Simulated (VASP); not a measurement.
Crystal: Si6P.

```xyz
7
Lattice="5.7453 0.0000 0.0000 0.0000 5.7453 0.0000 0.0000 0.0000 5.7453" Properties=species:S:1:pos:R:3 pbc="T T T"
Si    1.1592    2.8726    2.8726
Si    2.8726    2.8726    4.5861
Si    2.8726    2.8726    1.1592
Si    2.8726    1.1592    2.8726
Si    2.8726    4.5861    2.8726
Si    4.5861    2.8726    2.8726
P     0.0000    0.0000    0.0000
```

```yaml
Program: VASP 6.6.1
Task: relaxation of cell and atoms
Functional: PBE
Potentials_or_basis: VASP PAW PBE potentials, release 64 (Si, P)
Cutoff: 600 eV
k_mesh: 8 × 8 × 8
Occupations: gaussian, width 0.1 eV
Spin: no spin polarisation
```

At the start: pressure 1.8 GPa; volume 27.09 Å³/atom.

How do energy, volume and symmetry change on relaxing?

Over 6 steps the energy falls by 13.7 meV/atom and the volume is 28.84 Å³/atom (+6.5 %); space group Pm-3m (No. 221, to 0.05 Å).

Step by step:
| step | energy change (eV) | largest force (eV/Å) | pressure (GPa) | volume (Å³) |
| --- | --- | --- | --- | --- |
| 1 | 0.0000 | 0.3086 | 1.83 | 189.64 |
| 2 | -0.0826 | 0.2328 | 0.36 | 198.24 |
| 3 | -0.0921 | 0.1683 | -0.31 | 202.55 |
| 4 | -0.0921 | 0.1730 | -0.27 | 202.29 |
| 5 | -0.0938 | 0.1337 | 0.16 | 201.59 |
| 6 | -0.0957 | 0.0018 | -0.02 | 201.88 |

Final structure:
```
Si P
1.0
     5.86634    0.00000    0.00000
     0.00000    5.86634    0.00000
     0.00000    0.00000    5.86634
Si P
6 1
Direct
  0.20657 0.50000 0.50000
  0.50000 0.50000 0.79343
  0.50000 0.50000 0.20657
  0.50000 0.20657 0.50000
  0.50000 0.79343 0.50000
  0.79343 0.50000 0.50000
  0.00000 0.00000 0.00000
```
